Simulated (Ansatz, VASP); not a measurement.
## SiC: VASP beside Ansatz

POSCAR

```
SiC
1.0
    3.0318190065      0.0000000000      0.0000000000
   -1.5159095032      2.6256322793      0.0000000000
    0.0000000000      0.0000000000     14.8603212692
Si C
6 6
Direct
    0.6666666667      0.3333333333      0.4583000000
    0.3333333333      0.6666666667      0.9583000000
    0.6666666667      0.3333333333      0.7917000000
    0.3333333333      0.6666666667      0.2917000000
    0.0000000000      0.0000000000      0.6250000000
    0.0000000000      0.0000000000      0.1250000000
    0.6666666667      0.3333333333      0.3333000000
    0.3333333333      0.6666666667      0.8333000000
    0.6666666667      0.3333333333      0.6667000000
    0.3333333333      0.6666666667      0.1667000000
    0.0000000000      0.0000000000      0.5000000000
    0.0000000000      0.0000000000      0.0000000000
```

INCAR.step1

```
SYSTEM = SiC
PREC = Accurate
ENCUT = 520
ISMEAR = -1
SIGMA = 0.05
LREAL = .False.
LASPH = .True.
NELM = 100
NBANDS = 36
GGA = PE
ALGO = Normal
EDIFF = 1E-4
LWAVE = .True.
LCHARG = .False.
```

Contents of INCAR.step2:

```
SYSTEM = SiC
PREC = Accurate
ENCUT = 520
EDIFF = 1E-6
ISMEAR = -1
SIGMA = 0.05
LREAL = .False.
LASPH = .True.
NELM = 100
ALGO = Normal
ISIF = 2
LWAVE = .False.
LCHARG = .False.
METAGGA = R2SCAN
LMIXTAU = .True.
IVDW = 12
VDW_S6 = 1.0
VDW_S8 = 0.78981345
VDW_A1 = 0.49484001
VDW_A2 = 5.73083694
NBANDS = 36
ISTART = 1
```

File KPOINTS:

```
Automatic mesh
0
Gamma
  10 10 2
  0 0 0
```

The input input.yaml:

```yaml
crystal:
  lattice:
    - [3.0318190065, 0.0, 0.0]
    - [-1.5159095032, 2.6256322793, 0.0]
    - [0.0, 0.0, 14.8603212692]
  atoms:
    - { symbol: Si, position: [0.6666666667, 0.3333333333, 0.4583] }
    - { symbol: Si, position: [0.3333333333, 0.6666666667, 0.9583] }
    - { symbol: Si, position: [0.6666666667, 0.3333333333, 0.7917] }
    - { symbol: Si, position: [0.3333333333, 0.6666666667, 0.2917] }
    - { symbol: Si, position: [0.0, 0.0, 0.625] }
    - { symbol: Si, position: [0.0, 0.0, 0.125] }
    - { symbol: C, position: [0.6666666667, 0.3333333333, 0.3333] }
    - { symbol: C, position: [0.3333333333, 0.6666666667, 0.8333] }
    - { symbol: C, position: [0.6666666667, 0.3333333333, 0.6667] }
    - { symbol: C, position: [0.3333333333, 0.6666666667, 0.1667] }
    - { symbol: C, position: [0.0, 0.0, 0.5] }
    - { symbol: C, position: [0.0, 0.0, 0.0] }
hamiltonian:
  xc: r2scan
  pseudopotentials: { kind: paw }
  dispersion: d3bj
kpoints:
  mp_grid: { grid: [10, 10, 2] }
scf:
  occupations: { method: fermi_dirac, width: 0.05 }
output:
  forces: true
  stress: true
  eigenvalues: true
  write_density: true
  write_potential: true
  elf: true
  volumetric_format: npy
```

Alike in both runs: task single point; functional r2SCAN; dispersion D3(BJ); k mesh 10 × 10 × 2; occupations fermi-dirac, width 0.05 eV; no spin polarisation.

|  | VASP | Ansatz |
| --- | --- | --- |
| version | VASP 6.6.1 | Ansatz 0.2.0 |
| potentials or method | VASP PAW PBE potentials, release 64 (Si, C) | Ansatz PAW |
| plane-wave cutoff (eV) | 520 | 500 |
| valence electrons in the cell | 48 | 48 |

Ansatz gave:

- gap on the k mesh at the Fermi level (eV): 2.38
- least direct gap on the mesh (eV): 3.54
- pressure (GPa): 9.3
- traceless stress, the component that is largest in VASP (GPa): 0.59
- rms of the force components (eV/Å): 0.044

Task: Which values does VASP return?

Result: gap on the k mesh at the Fermi level (eV): 2.39; least direct gap on the mesh (eV): 3.56; pressure (GPa): 9.0; traceless stress, the component that is largest in VASP (GPa): 0.59; rms of the force components (eV/Å): 0.044.

VASP's potentials were made for PBE, not for r2SCAN. Atom by atom the forces differ by 0.000 eV/Å (rms over components).
